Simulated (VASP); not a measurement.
# Al (P6_3/mmc) in VASP: notebook

The runs below take Al through relaxation of shape and atoms at fixed volume, with PBEsol.

Program: VASP 6.6.1. These are calculated values, not measurements. Logs are shortened: lines on timing, memory, paths and dates and some standing lists are left out, and cuts for length are marked.

## 1. The cell of the first run

The structure is hexagonal, space group P6_3/mmc (No. 194). Conventional cell: a = 2.821 Å, b = 2.821 Å, c = 4.590 Å, α = 90.00°, β = 90.00°, γ = 120.00°. Al (site symmetry -6m2) has 12 Al at 2.81 to 2.82 Å within 3.7 Å.

This isn't the form of Al at room conditions, which is fcc.

## 2. Relaxation of shape and atoms at fixed volume, PBEsol (15.82 Å³/atom)

INCAR reads:

```
SYSTEM = Al
ALGO     = Normal         ! electronic algorithm
EDIFF    = 1E-6           ! SCF threshold, eV
EDIFFG   = -0.01          ! ionic threshold
ENCUT    = 600            ! plane-wave cutoff, eV
GGA      = PS             ! functional
IBRION   = 2              ! ionic algorithm
ISIF     = 4              ! what is computed and relaxed
ISMEAR   = 0              ! smearing method
LASPH    = .True.         ! aspherical terms in the spheres
LCHARG   = .False.        ! write CHGCAR
LREAL    = .False.        ! projectors in reciprocal space
LWAVE    = .False.        ! write WAVECAR
NELM     = 60             ! most SCF steps
NSW      = 50             ! ionic steps
PREC     = Accurate       ! precision mode
SIGMA    = 0.1            ! smearing width, eV
```

KPOINTS reads:

```
k-points
0
Gamma
  18 18 10
  0 0 0
```

POSCAR reads:

```
Al
1.0
    2.8212794895      0.0000000000      0.0000000000
   -1.4106397447      2.4432997091      0.0000000000
    0.0000000000      0.0000000000      4.5904717269
Al
2
Direct
    0.6666666667      0.3333333333      0.7500000000
    0.3333333333      0.6666666667      0.2500000000
```

Potentials or basis: VASP PAW PBE potentials, release 64 (Al).

Launch:

```console
cat potpaw_PBE.64/Al/POTCAR > POTCAR
mpirun -np 1 vasp_std > vasp.out
```

OUTCAR:

```text
SYSTEM = Al
   EDIFF = 1E-6
   EDIFFG = -0.01
   ENCUT = 600
   GGA = PS
   IBRION = 2
   ISIF = 4
   ISMEAR = 0
   LASPH = .True.
   LREAL = .False.
   NELM = 60
   NSW = 50
   PREC = Accurate

 ion  position               nearest neighbor table
   1  0.667  0.333  0.750-   2 2.81   2 2.81   2 2.81   2 2.81   2 2.81   2 2.81
   2  0.333  0.667  0.250-   1 2.81   1 2.81   1 2.81   1 2.81   1 2.81   1 2.81

  LATTYP: Found a hexagonal cell.
 ALAT       =     2.8212794895
 C/A-ratio  =     1.6270886114

  Lattice vectors:

 A1 = (   2.8212794895,   0.0000000000,   0.0000000000)
 A2 = (  -1.4106397447,   2.4432997091,   0.0000000000)
 A3 = (   0.0000000000,   0.0000000000,   4.5904717269)

Analysis of symmetry for initial positions (statically):
=====================================================================
 Subroutine PRICEL returns:
 Original cell was already a primitive cell.

 Routine SETGRP: Setting up the symmetry group for a
 hexagonal supercell.

 Subroutine GETGRP returns: Found 24 space group operations
 (whereof 12 operations were pure point group operations)
 out of a pool of 24 trial point group operations.

The static configuration has the point symmetry D_3d.
 The point group associated with its full space group is D_6h.

Analysis of symmetry for dynamics (positions and initial velocities):
=====================================================================
 Subroutine PRICEL returns:
 Original cell was already a primitive cell.

 Routine SETGRP: Setting up the symmetry group for a
 hexagonal supercell.

 Subroutine GETGRP returns: Found 24 space group operations
 (whereof 12 operations were pure point group operations)
 out of a pool of 24 trial point group operations.

The dynamic configuration has the point symmetry D_3d.
 The point group associated with its full space group is D_6h.

 Subroutine INISYM returns: Found 24 space group operations
 (whereof 12 operations are pure point group operations),
 and found     1 'primitive' translations

----------------------------------------------------------------------------------------

                                     Primitive cell

  volume of cell :      31.6432

  direct lattice vectors                    reciprocal lattice vectors
     2.821279490  0.000000000  0.000000000     0.354449109  0.204641288  0.000000000
    -1.410639745  2.443299709  0.000000000     0.000000000  0.409282576  0.000000000
     0.000000000  0.000000000  4.590471727     0.000000000  0.000000000  0.217842535

  length of vectors
     2.821279490  2.821279489  4.590471727     0.409282576  0.409282576  0.217842535

  position of ions in fractional coordinates (direct lattice)
     0.666666667  0.333333333  0.750000000
     0.333333333  0.666666667  0.250000000

  ion indices of the primitive-cell ions
   primitive index   ion index
                 1           1
                 2           2

----------------------------------------------------------------------------------------

 KPOINTS: k-points

Automatic generation of k-mesh.
 Grid dimensions read from file:
 generate k-points for:   18   18   10

 Generating k-lattice:

  Cartesian coordinates                     Fractional coordinates (reciprocal lattice)
     0.019691617  0.011368960  0.000000000     0.055555556 -0.000000000  0.000000000
     0.000000000  0.022737921  0.000000000     0.000000000  0.055555556  0.000000000
     0.000000000  0.000000000  0.021784254     0.000000000  0.000000000  0.100000000

  Length of vectors
     0.022737921  0.022737921  0.021784254

  Shift w.r.t. Gamma in fractional coordinates (k-lattice)
     0.000000000  0.000000000  0.000000000

 Subroutine IBZKPT returns following result:
 ===========================================

 Found    222 irreducible k-points:

 Following reciprocal coordinates:
            Coordinates               Weight
  0.000000  0.000000  0.000000      1.000000
  0.055556  0.000000  0.000000      6.000000
  0.111111  0.000000  0.000000      6.000000
  0.166667 -0.000000  0.000000      6.000000
  0.222222 -0.000000  0.000000      6.000000
  0.277778  0.000000  0.000000      6.000000
[... 16 lines left out ...]
  0.333333  0.111111  0.000000     12.000000
  0.388889  0.111111  0.000000     12.000000
 [... further k-points ...]
   k-points           NKPTS =    222   k-points in BZ     NKDIM =    222   number of bands    NBANDS=      7
   number of dos      NEDOS =    301   number of ions     NIONS =      2
   total plane-waves  NPLWV =  23040
   dimension x,y,z NGX =    24 NGY =   24 NGZ =   40
   dimension x,y,z NGXF=    48 NGYF=   48 NGZF=   80
   ions per type =               2
   NGX,Y,Z   is equivalent  to a cutoff of  14.14, 14.14, 14.49 a.u.
   NGXF,Y,Z  is equivalent  to a cutoff of  28.28, 28.28, 28.97 a.u.
 SYSTEM =  Al
   PREC   = accura    normal or accurate (medium, high low for compatibility)
   ISTART =      0    job   : 0-new  1-cont  2-samecut
   ICHARG =      2    charge: 1-file 2-atom 10-const
   ISPIN  =      1    spin polarized calculation?
   LNONCOLLINEAR =      F non collinear calculations
   LSORBIT =      F    spin-orbit coupling
   LASPH  =      T    aspherical Exc in radial PAW
   ENCUT  =  600.0 eV  44.10 Ry    6.64 a.u.   5.63  5.63  9.17*2*pi/ulx,y,z
   NELM   =     60;   NELMIN=  2; NELMDL= -5     # of ELM steps
   EDIFF  = 0.1E-05   stopping-criterion for ELM
   LREAL  =      F    real-space projection
   EDIFFG = -.1E-01   stopping-criterion for IOM
   NSW    =     50    number of steps for IOM
   IBRION =      2    ionic relax: 0-MD 1-quasi-New 2-CG
   NFREE  =      1    steps in history (QN), initial steepest desc. (CG)
   ISIF   =      4    stress and relaxation
   ISYM   =      2    0-nonsym 1-usesym 2-fastsym
   POTIM  = 0.5000    time-step for ionic-motion
   TEBEG  =    0.0;   TEEND  =   0.0 temperature during run
   PSTRESS=    0.0 pullay stress
   NELECT =       6.0000    total number of electrons
   NUPDOWN=      -1.0000    fix difference up-down
   EMIN   =  10.00;   EMAX   =-10.00  energy-range for DOS
   EFERMI =   0.00;   METHOD = LEGACY
   ISMEAR =     0;   SIGMA  =   0.10  broadening in eV -4-tet -1-fermi 0-gaus
   EFERMI_NEDOS =   21; number of points for ismear=-14 and -15
   IALGO  =     38    algorithm
   IMIX   =      4    mixing-type and parameters
     AMIX     =   0.40;   BMIX     =  1.00
     AMIX_MAG =   1.60;   BMIX_MAG =  1.00
  volume/ion in A,a.u.               =      15.82       106.77
  Fermi-wavevector in a.u.,A,eV,Ry     =   0.940514  1.777313 12.035255  0.884566
  Thomas-Fermi vector in A             =   2.067933
   LORBIT       =      0    0 simple, 1 ext, 2 COOP (PROOUT), +10 PAW based schemes
   GGA     = PS    functional components
   LHFCALC =     F    Hartree Fock is set to
   AEXX    =    0.0000 exact exchange contribution
   IVDW    =     0    specifies the selected vdW correction
   LEPSILON=     F    determine dielectric tensor
   LRPA    =     F    only Hartree local field effects (RPA)
 conjugate gradient relaxation of ions
 non-spin polarized calculation
 Gauss-broadening in eV      SIGMA  =   0.10
  energy-cutoff  :      600.00
  volume of cell :       31.64
 maximum number of plane-waves:      1093
 NGX is ok and might be reduce to    24
   NGX = 11   NGY = 11   NGZ = 19

 number of electron       6.0000000 magnetization

 Free energy of the ion-electron system (eV)
  ---------------------------------------------------
  ext. energy  EPLUGINS =         0.00000000
  ---------------------------------------------------
  free energy    TOTEN  =        -8.10828512 eV

  energy without entropy =       -8.10314273  energy(sigma->0) =       -8.10571392

 E-fermi :   8.4020     XC(G=0): -10.4121

 val. band max:        8.3943854048   @ k =   0.2778   0.1111   0.3000
 cond. band min:       8.4261787481   @ k =   0.2778   0.0556   0.2000
 fundamental gap:      0.0317933433
 Fermi energy:         8.4020301424

 k-point     1 :       0.0000    0.0000    0.0000
  band No.  band energies     occupation
      1      -3.0317      2.00000
      2       3.6552      2.00000
      3       4.0001      2.00000
      4      19.2381      0.00000
      5      19.2381      0.00000
      6      19.5419      0.00000
      7      19.5419      0.00000

 k-point     2 :       0.0556    0.0000    0.0000
  band No.  band energies     occupation
      1      -2.9552      2.00000
      2       3.7258      2.00000
      3       4.0745      2.00000
      4      17.6111      0.00000
      5      18.2730      0.00000
      6      19.4459      0.00000
      7      20.6338      0.00000

 k-point     3 :       0.1111    0.0000    0.0000
  band No.  band energies     occupation
      1      -2.7261      2.00000
      2       3.9378      2.00000
      3       4.2967      2.00000
      4      15.5042      0.00000
      5      17.3016      0.00000
      6      18.6444      0.00000
      7      21.3714      0.00000

 k-point     4 :       0.1667   -0.0000    0.0000
  band No.  band energies     occupation
      1      -2.3451      2.00000
      2       4.2910      2.00000
      3       4.6636      2.00000
      4      13.4153      0.00000
      5      16.4586      0.00000
      6      17.6971      0.00000
      7      19.4940      0.00000

 k-point     5 :       0.2222   -0.0000    0.0000
  band No.  band energies     occupation
      1      -1.8136      2.00000
      2       4.7856      2.00000
      3       5.1677      2.00000
      4      11.4203      0.00000
      5      15.7462      0.00000
      6      16.6404      0.00000
      7      17.5287      0.00000

 k-point     6 :       0.2778    0.0000    0.0000
  band No.  band energies     occupation
      1      -1.1333      2.00000
      2       5.4212      2.00000
      3       5.7871      2.00000
      4       9.5611      0.00000
      5      15.1642      0.00000
      6      15.4000      0.00000
      7      15.6577      0.00000

 k-point     7 :       0.3333    0.0000    0.0000
  band No.  band energies     occupation
      1      -0.3068      2.00000
      2       6.1969      2.00000
      3       6.3797      2.00000
      4       7.9853      2.00000
      5      13.9073      0.00000
      6      14.0156      0.00000
      7      14.7122      0.00000
[... 121 lines left out ...]
 k-point    20 :       0.1667    0.1111    0.0000
  band No.  band energies     occupation
      1      -1.5864      2.00000
      2       4.9975      2.00000
      3       5.3812      2.00000
      4      11.6150      0.00000
      5      12.8447      0.00000
      6      17.5713      0.00000
      7      17.9963      0.00000

 k-point    21 :       0.2222    0.1111    0.0000
  band No.  band energies     occupation
      1      -0.9073      2.00000
      2       5.6330      2.00000
      3       5.9938      2.00000
      4       9.7635      0.00000
      5      12.2001      0.00000
      6      15.8027      0.00000
      7      16.3637      0.00000

 k-point    22 :       0.2778    0.1111    0.0000
  band No.  band energies     occupation
      1      -0.0822      2.00000
      2       6.4085      2.00000
      3       6.5786      2.00000
      4       8.1884      1.99748
      5      11.6727      0.00000
      6      14.0886      0.00000
      7      14.8149      0.00000

 k-point    23 :       0.3333    0.1111    0.0000
  band No.  band energies     occupation
      1       0.8859      2.00000
      2       5.9898      2.00000
      3       7.3205      2.00000
      4       8.0311      2.00000
      5      11.2241      0.00000
      6      12.4896      0.00000
      7      13.4289      0.00000

 k-point    24 :       0.3889    0.1111    0.0000
  band No.  band energies     occupation
      1       1.9924      2.00000
      2       4.5933      2.00000
      3       8.3528      1.51335
      4       8.9040      0.00000
      5      10.7105      0.00000
      6      11.0406      0.00000
      7      12.3882      0.00000

 [... further k-points ...]

------------------------ aborting loop because EDIFF is reached ----------------------------------------

  FORCE on cell =-STRESS in cart. coord.  units (eV):
  Direction    XX          YY          ZZ          XY          YZ          ZX
  --------------------------------------------------------------------------------------
  -------------------------------------------------------------------------------------
  Total        0.5254921      0.5254921      0.5153293      0.0000000      0.0000000      0.0000000
  in kB       26.6070436     26.6070436     26.0924708      0.0000000      0.0000000      0.0000000
  external PRESSURE =      26.4355193 kB  Pullay stress =       0.0000000 kB

 VOLUME and BASIS-vectors are now :
 -----------------------------------------------------------------------------
  energy-cutoff  :      600.00
  volume of cell :       31.64
      direct lattice vectors                 reciprocal lattice vectors
     2.821279490  0.000000000  0.000000000     0.354449109  0.204641288  0.000000000
    -1.410639745  2.443299709  0.000000000     0.000000000  0.409282576  0.000000000
     0.000000000  0.000000000  4.590471727     0.000000000  0.000000000  0.217842535

 POSITION                                       TOTAL-FORCE (eV/Angst)
 -----------------------------------------------------------------------------------
      1.41064      0.81443      3.44285         0.000000      0.000000      0.000000
     -0.00000      1.62887      1.14762        -0.000000     -0.000000      0.000000
 -----------------------------------------------------------------------------------
    total drift:                                0.000000     -0.000000     -0.000000

  FREE ENERGIE OF THE ION-ELECTRON SYSTEM (eV)
  ---------------------------------------------------
  free  energy   TOTEN  =        -8.1082851170 eV

  energy  without entropy=       -8.1031427301  energy(sigma->0) =       -8.10571392

 reached required accuracy - stopping structural energy minimisation
```

It took 23 s on 1 thread of AMD EPYC 9R45 (Zen 5), shared host; peak memory 0.16 GiB.

What came out:

```
Free energy             : -8.1083 eV
Pressure after relaxing : 2.6 GPa
Band gap on the k mesh  : zero (bands 3 and 4 overlap by 7.53 eV)
```

Final structure:
```
CELL_PARAMETERS angstrom
2.82128 0.00000 0.00000
-1.41064 2.44330 0.00000
0.00000 0.00000 4.59047
ATOMIC_POSITIONS crystal
Al 0.66667 0.33333 0.75000
Al 0.33333 0.66667 0.25000
```

Levels at points of the mesh, in eV from the Fermi level:
```tsv
k point	band 1	band 2	band 3	band 4	band 5	band 6	band 7
(0.00, 0.00, 0.00)	-11.43	-4.75	-4.40	10.84	10.84	11.14	11.14
(0.50, 0.00, 0.00)	-5.46	-5.31	0.60	1.24	1.44	1.88	5.73
(0.00, 0.00, 0.50)	-9.69	-9.69	3.58	3.58	12.01	12.01	12.01
(0.50, 0.00, 0.50)	-4.07	-4.07	-3.28	-3.28	7.22	7.22	7.67
```

Caveat: the relaxation stopped at its first step, so nothing moved; the PAW data sets were made with another functional, which shifts forces and pressure a little.

[end of part 1 of 2]
